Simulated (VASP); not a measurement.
Runs of VASP 6.6.1 on AlFe. The structure is that of space group Pm-3m (No. 221), or close to it. The cells are those of the table. 

| cell | gap on the mesh (eV) | pressure (GPa) | moment (μB) |
| --- | --- | --- | --- |
| a = 2.948 Å, 2 atoms | none | -11.1 | (a) |
| a = 2.920 Å, 2 atoms | none | -7.1 | 0.75 |
| a = 2.890 Å, 2 atoms | none | -2.5 | (c) |
| a = 2.976 Å, 2 atoms | none | -14.3 | 0.80 |
| a = 2.861 Å, 2 atoms | none | 2.9 | (b) |

Alike in all rows: task single point; level PBE; potentials or basis VASP PAW PBE potentials, release 64 (Al, Fe); spin collinear, ferromagnetic start; k mesh 10 × 10 × 10; cutoff (eV) 520; smearing fermi-dirac 0.1 eV.

Task: Fill in the values left out.

Result: (a) 0.78; (b) 0.70; (c) 0.73.

Caveats: the moment fell far below its start of 4.5 μB, so a state of higher moment may lie lower in energy.

A gap of «none» marks levels without a gap at the run's occupations.
